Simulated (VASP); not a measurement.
Write the native input for VASP 6.6.1 that does the following.

```
Task                   : relaxation of cell and atoms
Functional             : PBEsol
Dispersion             : D4
Potentials or basis    : VASP PAW PBE potentials, release 64 (Mn_pv, O)
Cutoff                 : 600 eV
k mesh                 : 11 × 11 × 6
Occupations            : fermi-dirac, width 0.05 eV
Spin                   : collinear spin, ferromagnetic start
Starting moments       : [4.0, 0.0, 0.0] μB
Dipole correction      : no
Further INCAR settings : ALGO = Normal; EDIFF = 1e-06; IBRION = 2; EDIFFG = -0.01; NSW = 60; ISIF = 3
```

The structure of MnO2 lies in POSCAR:

```
MnO2
1.0
    2.8565781804      0.0000000000      0.0000000000
   -1.4282890902      2.4738692722      0.0000000000
    0.0000000000      0.0000000000      4.6013740589
Mn O
1 2
Direct
    0.0000000000      0.0000000000      0.5000000000
    0.3333333333      0.6666666667      0.7062925700
    0.6666666667      0.3333333333      0.2937074300
```

One way to write it, as run:

INCAR

```
SYSTEM = MnO2
PREC = Accurate
ENCUT = 600
EDIFF = 1E-6
ISMEAR = -1
SIGMA = 0.05
LREAL = .FALSE.
LASPH = .TRUE.
NELM = 150
ALGO = Normal
ISIF = 3
LWAVE = .FALSE.
LCHARG = .FALSE.
ISPIN = 2
MAGMOM = 4 0 0
LORBIT = 11
LMAXMIX = 4
GGA = PS
IVDW = 13
IBRION = 2
NSW = 60
EDIFFG = -0.01
```

KPOINTS

```
Automatic mesh
0
G
  11 11 6
  0 0 0
```

Potentials or basis: VASP PAW PBE potentials, release 64 (Mn_pv, O).

The run is started by

```console
$ cat potpaw_PBE.64/Mn_pv/POTCAR potpaw_PBE.64/O/POTCAR > POTCAR
$ mpirun -np 1 vasp_std > vasp.out
```

Results of the run:

```
Relaxed volume                                        : 10.31 Å³/atom
Relaxed cell                                          : a = 2.839 Å, b = 2.839 Å, c = 4.433 Å, α = 90.00°, β = 90.00°, γ = 120.00°
Space group after relaxing (to 0.1 Å)                 : P-3m1 (No. 164)
Energy gained by relaxing                             : 3.0 meV/atom
Ionic steps                                           : 10
Pressure after relaxing                               : 0.0 GPa
Band gap on the k mesh                                : 0.62 eV (least direct gap 0.68 eV)
Net moment                                            : 3.00 μB per cell
Site moments                                          : Mn +2.82; O +0.05 μB
Valence electrons inside the program's atomic spheres : Mn 11.81; O 4.98
Dispersion energy per atom                            : -0.108 eV
```

Caveat: semilocal functionals underestimate gaps, and a narrow one can read as zero; the PAW data sets were made with another functional, which shifts forces and pressure a little; a cell with one magnetic atom can't hold antiferromagnetic order, which such compounds often take.

Run time: 3.9 min on 1 thread of Intel(R) Xeon(R) 6975P-C (Granite Rapids), on a shared host, peak memory 0.25 GiB.
